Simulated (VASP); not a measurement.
A run of VASP 6.6.1 is set up as follows.

The input INCAR:

```
  PREC = Accurate
  ENCUT = 600
  EDIFF = 1E-6
  ISMEAR = 0
  SIGMA = 0.01
  LREAL = F
  LASPH = T
  NELM = 120
  ALGO = Normal
  ISIF = 2
  LWAVE = F
  LCHARG = F
  GGA = PE
  NBANDS = 11
  GGA_COMPAT = F
```

The input KPOINTS:

```
regular mesh
0
Gamma
  4 4 4
```

The input POSCAR:

```
C
1.0
    0.0000000000      1.8298452605      1.8298452605
    1.8298452605      0.0000000000      1.8298452605
    1.8298452605      1.8298452605      0.0000000000
C
2
Direct
    0.0000000000      0.0000000000      0.0000000000
    0.2500000000      0.2500000000      0.2500000000
```

Potentials or basis: VASP PAW PBE potentials, release 64 (C).

Command:

```bash
$ cat potpaw_PBE.64/C/POTCAR > POTCAR
$ mpirun -np 1 vasp_std > vasp.out
```

Estimate the pressure.

-26.8 GPa.

Predict the band gap on the k mesh.

4.25 eV, indirect (least direct gap 5.37 eV).

Caveat: the k points lie up to 0.74 Å⁻¹ apart. A k mesh can miss the band edges.
